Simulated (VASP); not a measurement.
A run of VASP 6.6.1:

The input POSCAR:

```
ZnS
1.0
    3.8110000000      0.0000000000      0.0000000000
   -3.8110000000      6.6008460000      0.0000000000
    0.0000000000      0.0000000000      6.2340000000
Zn S
4 4
Direct
    0.3466282532      0.3399140050     -0.0083727944
    0.6490019464      0.1573845231      0.5072297081
    0.3448593768      0.8408703975      0.0128241899
    0.6976472991      0.6735680548      0.4965914341
    0.3049737812      0.3349349462      0.3857115816
    0.6880096915      0.1672253829      0.8967702919
    0.3493717019      0.8243958426      0.3809329483
    0.6567516708      0.6572507524      0.8880012833
```

File INCAR.step1:

```
SYSTEM = ZnS
PREC     = Accurate       ! precision mode
ENCUT    = 440            ! plane-wave cutoff, eV
ISMEAR   = 0              ! smearing method
SIGMA    = 0.01           ! smearing width, eV
LREAL    = .FALSE.        ! projectors in reciprocal space
LASPH    = .TRUE.         ! aspherical terms in the spheres
NELM     = 120            ! most SCF steps
NBANDS   = 46             ! bands
GGA      = PE             ! functional
ALGO     = Normal         ! electronic algorithm
EDIFF    = 1E-5           ! SCF threshold, eV
LWAVE    = .TRUE.         ! write WAVECAR
LCHARG   = .FALSE.        ! write CHGCAR
GGA_COMPAT= .FALSE.
```

The input INCAR.step2:

```
SYSTEM = ZnS
PREC     = Accurate       ! precision mode
ENCUT    = 440            ! plane-wave cutoff, eV
EDIFF    = 1E-6           ! SCF threshold, eV
ISMEAR   = 0              ! smearing method
SIGMA    = 0.01           ! smearing width, eV
LREAL    = .FALSE.        ! projectors in reciprocal space
LASPH    = .TRUE.         ! aspherical terms in the spheres
NELM     = 120            ! most SCF steps
ALGO     = Normal         ! electronic algorithm
ISIF     = 2              ! what is computed and relaxed
LWAVE    = .FALSE.        ! write WAVECAR
LCHARG   = .FALSE.        ! write CHGCAR
METAGGA  = R2SCAN         ! meta-GGA
LMIXTAU  = .TRUE.       
NBANDS   = 46             ! bands
ISTART   = 1            
GGA_COMPAT= .FALSE.
```

The input KPOINTS:

```
Automatic mesh
0
G
  3 3 1
  0 0 0
```

Potentials or basis: VASP PAW PBE potentials, release 64 (Zn, S).

Launch:

```sh
$ cat potpaw_PBE.64/Zn/POTCAR potpaw_PBE.64/S/POTCAR > POTCAR
$ cp INCAR.step1 INCAR
$ mpirun -np 1 vasp_std > vasp.out
$ cp INCAR.step2 INCAR
$ mpirun -np 1 vasp_std > vasp.out
```

Hardware: 1 thread of Intel(R) Xeon(R) 6975P-C (Granite Rapids) (shared host).

How long does it take, and how much memory?

Wall time 61 s on 1 thread of Intel(R) Xeon(R) 6975P-C (Granite Rapids), with other jobs on the host, peak memory 0.26 GiB. Counts: k points 5.
